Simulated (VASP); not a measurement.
# NaAg (rocksalt type) (Fm-3m) in VASP: settings compared, part 2 of 2

VASP 6.6.1. Earlier steps stand in the parts before.

### 3 Electric field gradients, LDA

Contents of INCAR:

```
PREC     = Accurate       # precision mode
ENCUT    = 520            # plane-wave cutoff, eV
EDIFF    = 1E-8           # SCF threshold, eV
ISMEAR   = -1             # smearing method
SIGMA    = 0.05           # smearing width, eV
LREAL    = False          # projectors in reciprocal space
LASPH    = True           # aspherical terms in the spheres
NELM     = 100            # most SCF steps
ALGO     = Normal         # electronic algorithm
ISIF     = 2              # what is computed and relaxed
LWAVE    = False          # write WAVECAR
LCHARG   = False          # write CHGCAR
LEFG     = True         
NBANDS   = 16             # bands
```

Contents of KPOINTS:

```
Automatic mesh
0
Gamma
  12 12 12
```

Contents of POSCAR:

```
NaAg
1.0
    0.0000000000      2.8822804510      2.8822804510
    2.8822804510      0.0000000000      2.8822804510
    2.8822804510      2.8822804510      0.0000000000
Na Ag
1 1
Direct
    0.0000000000      0.0000000000      0.0000000000
    0.5000000000      0.5000000000      0.5000000000
```

Potentials or basis: VASP PAW LDA potentials, release 64 (Na_pv, Ag).

Launch:

```sh
$ cat potpaw_LDA.64/Na_pv/POTCAR potpaw_LDA.64/Ag/POTCAR > POTCAR
$ mpirun -np 1 vasp_std > vasp.out
```

OUTCAR:

```text
PREC = Accurate
   ENCUT = 520
   EDIFF = 1E-8
   ISMEAR = -1
   LREAL = False
   LASPH = True
   NELM = 100
   ISIF = 2

 ion  position               nearest neighbor table
   1  0.000  0.000  0.000-   2 2.88   2 2.88   2 2.88   2 2.88   2 2.88   2 2.88
   2  0.500  0.500  0.500-   1 2.88   1 2.88   1 2.88   1 2.88   1 2.88   1 2.88

  LATTYP: Found a face centered cubic cell.
 ALAT       =     5.7645609020

  Lattice vectors:

 A1 = (   0.0000000000,   2.8822804510,   2.8822804510)
 A2 = (   2.8822804510,   0.0000000000,   2.8822804510)
 A3 = (   2.8822804510,   2.8822804510,   0.0000000000)

Analysis of symmetry for initial positions (statically):
=====================================================================
 Subroutine PRICEL returns:
 Original cell was already a primitive cell.

 Routine SETGRP: Setting up the symmetry group for a
 face centered cubic supercell.

 Subroutine GETGRP returns: Found 48 space group operations
 (whereof 48 operations were pure point group operations)
 out of a pool of 48 trial point group operations.

The static configuration has the point symmetry O_h .

Analysis of symmetry for dynamics (positions and initial velocities):
=====================================================================
 Subroutine PRICEL returns:
 Original cell was already a primitive cell.

 Routine SETGRP: Setting up the symmetry group for a
 face centered cubic supercell.

 Subroutine GETGRP returns: Found 48 space group operations
 (whereof 48 operations were pure point group operations)
 out of a pool of 48 trial point group operations.

The dynamic configuration has the point symmetry O_h .

 Subroutine INISYM returns: Found 48 space group operations
 (whereof 48 operations are pure point group operations),
 and found     1 'primitive' translations

----------------------------------------------------------------------------------------

                                     Primitive cell

  volume of cell :      47.8893

  direct lattice vectors                    reciprocal lattice vectors
     0.000000000  2.882280451  2.882280451    -0.173473751  0.173473751  0.173473751
     2.882280451  0.000000000  2.882280451     0.173473751 -0.173473751  0.173473751
     2.882280451  2.882280451  0.000000000     0.173473751  0.173473751 -0.173473751

  length of vectors
     4.076160104  4.076160104  4.076160104     0.300465350  0.300465350  0.300465350

  position of ions in fractional coordinates (direct lattice)
     0.000000000  0.000000000  0.000000000
     0.500000000  0.500000000  0.500000000

  ion indices of the primitive-cell ions
   primitive index   ion index
                 1           1
                 2           2

----------------------------------------------------------------------------------------

 KPOINTS: Automatic mesh

Automatic generation of k-mesh.
 Grid dimensions read from file:
 generate k-points for:   12   12   12

 Generating k-lattice:

[... 69 lines left out ...]
   POTIM  = 0.5000    time-step for ionic-motion
   TEBEG  =    0.0;   TEEND  =   0.0 temperature during run
   PSTRESS=    0.0 pullay stress
   NELECT =      18.0000    total number of electrons
   NUPDOWN=      -1.0000    fix difference up-down
   EMIN   =  10.00;   EMAX   =-10.00  energy-range for DOS
   EFERMI =   0.00;   METHOD = LEGACY
   ISMEAR =    -1;   SIGMA  =   0.05  broadening in eV -4-tet -1-fermi 0-gaus
   EFERMI_NEDOS =   21; number of points for ismear=-14 and -15
   IALGO  =     38    algorithm
   IMIX   =      4    mixing-type and parameters
     AMIX     =   0.40;   BMIX     =  1.00
     AMIX_MAG =   1.60;   BMIX_MAG =  1.00
  volume/ion in A,a.u.               =      23.94       161.59
  Fermi-wavevector in a.u.,A,eV,Ry     =   1.181461  2.232638 18.991697  1.395850
  Thomas-Fermi vector in A             =   2.317734
   LORBIT       =      0    0 simple, 1 ext, 2 COOP (PROOUT), +10 PAW based schemes
   GGA     = CA    functional components
   LHFCALC =     F    Hartree Fock is set to
   AEXX    =    0.0000 exact exchange contribution
   IVDW    =     0    specifies the selected vdW correction
   LEPSILON=     F    determine dielectric tensor
   LRPA    =     F    only Hartree local field effects (RPA)
 non-spin polarized calculation
  energy-cutoff  :      520.00
  volume of cell :       47.89
 maximum number of plane-waves:      1308
   NGX = 15   NGY = 15   NGZ = 15

 number of electron      17.9999998 magnetization

 Free energy of the ion-electron system (eV)
  ---------------------------------------------------
  ext. energy  EPLUGINS =         0.00000000
  ---------------------------------------------------
  free energy    TOTEN  =        -4.45401966 eV

  energy without entropy =       -4.44973396  energy(sigma->0) =       -4.45187681

 E-fermi :   2.5320     XC(G=0):  -9.3166

 val. band max:        2.5283926446   @ k =   0.5000   0.5000   0.0000
 cond. band min:       2.5624968023   @ k =  -0.4167   0.5000   0.0833
 fundamental gap:      0.0341041577
 Fermi energy:         2.5320402646

 k-point     1 :       0.0000    0.0000    0.0000
  band No.  band energies     occupation
      1     -21.1525      2.00000
      2     -21.1525      2.00000
      3     -21.1525      2.00000
      4      -2.1592      2.00000
      5      -1.5096      2.00000
      6      -1.5096      2.00000
[... 433 lines left out ...]
      3     -21.1575      2.00000
      4      -1.6483      2.00000
      5      -1.5702      2.00000
      6      -1.4877      2.00000
[... 8 lines left out ...]
     15      14.1574      0.00000
     16      15.8481      0.00000

 [... further k-points ...]

------------------------ aborting loop because EDIFF is reached ----------------------------------------

  FORCE on cell =-STRESS in cart. coord.  units (eV):
  Direction    XX          YY          ZZ          XY          YZ          ZX
  --------------------------------------------------------------------------------------
  -------------------------------------------------------------------------------------
  Total        0.0055885      0.0055885      0.0055885      0.0000000      0.0000000     -0.0000000
  in kB        0.1869677      0.1869677      0.1869677      0.0000000      0.0000000     -0.0000000
  external PRESSURE =       0.1869677 kB  Pullay stress =       0.0000000 kB

 VOLUME and BASIS-vectors are now :
 -----------------------------------------------------------------------------
  energy-cutoff  :      520.00
  volume of cell :       47.89
      direct lattice vectors                 reciprocal lattice vectors
     0.000000000  2.882280451  2.882280451    -0.173473751  0.173473751  0.173473751
     2.882280451  0.000000000  2.882280451     0.173473751 -0.173473751  0.173473751
     2.882280451  2.882280451  0.000000000     0.173473751  0.173473751 -0.173473751

 POSITION                                       TOTAL-FORCE (eV/Angst)
 -----------------------------------------------------------------------------------
      0.00000      0.00000      0.00000        -0.000000      0.000000      0.000000
      2.88228      2.88228      2.88228         0.000000     -0.000000     -0.000000
 -----------------------------------------------------------------------------------
    total drift:                                0.000000      0.000000      0.000000

  FREE ENERGIE OF THE ION-ELECTRON SYSTEM (eV)
  ---------------------------------------------------
  free  energy   TOTEN  =        -4.4540196628 eV

  energy  without entropy=       -4.4497339612  energy(sigma->0) =       -4.45187681

 Electric field gradients (V/A^2)
---------------------------------------------------------------------
 ion       V_xx      V_yy      V_zz      V_xy      V_xz      V_yz
---------------------------------------------------------------------
   1      -0.000    -0.000    -0.000     0.002     0.002     0.002
   2       0.000    -0.000    -0.000     0.001     0.001     0.001
---------------------------------------------------------------------

 Electric field gradients after diagonalization (V/A^2)
 (convention: |V_zz| > |V_xx| > |V_yy|)
----------------------------------------------------------------------
 ion       V_xx      V_yy      V_zz     asymmetry (V_yy - V_xx)/ V_zz
----------------------------------------------------------------------
   1      -0.002    -0.002     0.005       0.000
   2      -0.001    -0.001     0.003       0.000
----------------------------------------------------------------------

           NMR quadrupolar parameters

 Cq : quadrupolar parameter    Cq=e*Q*V_zz/h
 eta: asymmetry parameters     (V_yy - V_xx)/ V_zz
 Q  : nuclear electric quadrupole moment in mb (millibarn)
----------------------------------------------------------------------
 ion       Cq(MHz)       eta       Q (mb)
----------------------------------------------------------------------
   1       0.000       0.000       1.000
   2       0.000       0.000       1.000
----------------------------------------------------------------------
```

It took 41 s on 1 thread of AMD EPYC 7R13 (Zen 3), shared host; peak memory 0.15 GiB.

Results:

```
Free energy            : -4.4540 eV
Pressure               : 0.0 GPa
Band gap on the k mesh : zero (band 9 reaches 2.68 eV, above the bottom of band 10 at 2.08 eV)
```

Caveat: without QUAD_EFG the Cq values of the log hold for a quadrupole moment of 1 mb, not for the nuclei.

### 4 Electric field gradients, r2SCAN

POSCAR is that of step 3.

Contents of INCAR.step1:

```
PREC = Accurate
ENCUT = 520
ISMEAR = -1
SIGMA = 0.05
LREAL = F
LASPH = T
NELM = 100
NBANDS = 16
GGA = PE
ALGO = Normal
EDIFF = 1E-4
LWAVE = T
LCHARG = F
```

Contents of INCAR.step2:

```
PREC = Accurate
ENCUT = 520
EDIFF = 1E-8
ISMEAR = -1
SIGMA = 0.05
LREAL = F
LASPH = T
NELM = 100
ALGO = Normal
ISIF = 2
LWAVE = F
LCHARG = F
METAGGA = R2SCAN
LMIXTAU = T
LEFG = T
NBANDS = 16
ISTART = 1
```

Contents of KPOINTS:

```
regular mesh
0
Gamma
  12 12 12
```

Potentials or basis: VASP PAW PBE potentials, release 64 (Na_pv, Ag).

Launch:

```sh
$ cat potpaw_PBE.64/Na_pv/POTCAR potpaw_PBE.64/Ag/POTCAR > POTCAR
$ cp INCAR.step1 INCAR
$ mpirun -np 1 vasp_std > vasp.out
$ cp INCAR.step2 INCAR
$ mpirun -np 1 vasp_std > vasp.out
```

OUTCAR:

```text
PREC = Accurate
   ENCUT = 520
   EDIFF = 1E-8
   ISMEAR = -1
   LREAL = F
   LASPH = T
   NELM = 100
   ISIF = 2
   METAGGA = R2SCAN
   ISTART = 1

 ion  position               nearest neighbor table
   1  0.000  0.000  0.000-   2 2.88   2 2.88   2 2.88   2 2.88   2 2.88   2 2.88
   2  0.500  0.500  0.500-   1 2.88   1 2.88   1 2.88   1 2.88   1 2.88   1 2.88

  LATTYP: Found a face centered cubic cell.
 ALAT       =     5.7645609020

  Lattice vectors:

 A1 = (   0.0000000000,   2.8822804510,   2.8822804510)
 A2 = (   2.8822804510,   0.0000000000,   2.8822804510)
 A3 = (   2.8822804510,   2.8822804510,   0.0000000000)

Analysis of symmetry for initial positions (statically):
=====================================================================
 Subroutine PRICEL returns:
 Original cell was already a primitive cell.

 Routine SETGRP: Setting up the symmetry group for a
 face centered cubic supercell.

[... 644 lines left out ...]
      direct lattice vectors                 reciprocal lattice vectors
     0.000000000  2.882280451  2.882280451    -0.173473751  0.173473751  0.173473751
     2.882280451  0.000000000  2.882280451     0.173473751 -0.173473751  0.173473751
     2.882280451  2.882280451  0.000000000     0.173473751  0.173473751 -0.173473751

 POSITION                                       TOTAL-FORCE (eV/Angst)
 -----------------------------------------------------------------------------------
      0.00000      0.00000      0.00000         0.000000     -0.000000     -0.000000
      2.88228      2.88228      2.88228        -0.000000      0.000000      0.000000
 -----------------------------------------------------------------------------------
    total drift:                                0.000000      0.000000      0.000000

  FREE ENERGIE OF THE ION-ELECTRON SYSTEM (eV)
  ---------------------------------------------------
  free  energy   TOTEN  =       -24.3017748552 eV

  energy  without entropy=      -24.2972665930  energy(sigma->0) =      -24.29952072

 Electric field gradients (V/A^2)
---------------------------------------------------------------------
 ion       V_xx      V_yy      V_zz      V_xy      V_xz      V_yz
---------------------------------------------------------------------
   1       0.000     0.000     0.000    -0.004    -0.004    -0.004
   2      -0.000     0.000     0.000     0.001     0.001     0.001
---------------------------------------------------------------------

 Electric field gradients after diagonalization (V/A^2)
 (convention: |V_zz| > |V_xx| > |V_yy|)
----------------------------------------------------------------------
 ion       V_xx      V_yy      V_zz     asymmetry (V_yy - V_xx)/ V_zz
----------------------------------------------------------------------
   1       0.004     0.004    -0.008       0.000
   2      -0.001    -0.001     0.003       0.000
----------------------------------------------------------------------

           NMR quadrupolar parameters

 Cq : quadrupolar parameter    Cq=e*Q*V_zz/h
 eta: asymmetry parameters     (V_yy - V_xx)/ V_zz
 Q  : nuclear electric quadrupole moment in mb (millibarn)
----------------------------------------------------------------------
 ion       Cq(MHz)       eta       Q (mb)
----------------------------------------------------------------------
   1      -0.000       0.000       1.000
   2       0.000       0.000       1.000
----------------------------------------------------------------------
```

OSZICAR.step1:

```text
N       E                     dE             d eps       ncg     rms          rms(c)
DAV:   1     0.116716248851E+03    0.11672E+03   -0.92185E+03  2320   0.118E+03
DAV:   2    -0.447158931345E+00   -0.11716E+03   -0.10906E+03  2480   0.295E+02
DAV:   3    -0.360479590705E+01   -0.31576E+01   -0.31534E+01  2864   0.505E+01
DAV:   4    -0.363967019265E+01   -0.34874E-01   -0.34873E-01  2704   0.510E+00
DAV:   5    -0.364059362294E+01   -0.92343E-03   -0.92342E-03  2960   0.772E-01    0.234E+00
DAV:   6    -0.352885920097E+01    0.11173E+00   -0.34459E-01  2792   0.523E+00    0.761E-01
DAV:   7    -0.352460915830E+01    0.42500E-02   -0.54766E-03  2504   0.750E-01    0.416E-01
DAV:   8    -0.352213165739E+01    0.24775E-02   -0.12739E-03  2960   0.360E-01    0.229E-02
DAV:   9    -0.352213749480E+01   -0.58374E-05   -0.50799E-05  1928   0.871E-02
   1 F= -.35221375E+01 E0= -.35201208E+01  d E =-.403336E-02
```

Run time: 4.1 min. Hardware: 1 thread of AMD EPYC 7R13 (Zen 3), shared host; peak memory 0.17 GiB.

What came out:

```yaml
Free_energy: -24.3018 eV
Pressure: 2.3 GPa
Band_gap_on_the_k_mesh: zero (band 9 reaches 3.01 eV, above the bottom of band 10 at 2.52 eV)
```

Caveat: without QUAD_EFG the Cq values of the log hold for a quadrupole moment of 1 mb, not for the nuclei; the PAW data sets were made with another functional, which shifts forces and pressure a little.
